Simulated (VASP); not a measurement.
HfC (rock salt type), 2 atoms in the cell. The structure is cubic, space group Fm-3m (No. 225). The conventional cell has a = 4.665 Å, b = 4.665 Å, c = 4.665 Å, α = 90.00°, β = 90.00°, γ = 90.00°. Hf (site symmetry m-3m) has 6 C at 2.33 Å within 3.1 Å. Within 3.1 Å of C (site symmetry m-3m) lie 6 Hf at 2.33 Å. 

| Quantity | Value |
| --- | --- |
| Program | VASP 6.6.1 |
| Task | single point |
| Functional | HSE06 |
| Potentials or basis | VASP PAW PBE potentials, release 64 (Hf_pv, C) |
| Cutoff | 520 eV |
| k mesh | 4 × 4 × 4 |
| Occupations | fermi-dirac, width 0.1 eV |
| Spin | no spin polarisation |
| Dipole correction | no |
| Grid for exact exchange (PRECFOCK) | Normal |
| Further INCAR settings | ALGO = Normal; EDIFF = 1e-06; NBANDS = 14 |
| Screening parameter | 0.2079 1/Å |

Potentials or basis: VASP PAW PBE potentials, release 64 (Hf_pv, C).

Command:

```bash
$ cat potpaw_PBE.64/Hf_pv/POTCAR potpaw_PBE.64/C/POTCAR > POTCAR
$ cp INCAR.step1 INCAR
$ mpirun -np 1 vasp_std > vasp.out
$ cp INCAR.step2 INCAR
$ mpirun -np 1 vasp_std > vasp.out
```

Hardware: 1 thread of AMD EPYC 7R13 Processor (Zen 3), with other jobs on the host.

Problem. How long does it take, and how much memory?

Solution. Run time: 3 min on 1 thread of AMD EPYC 7R13 Processor (Zen 3), with other jobs on the host, peak memory 0.23 GiB. Counts: k points 8.
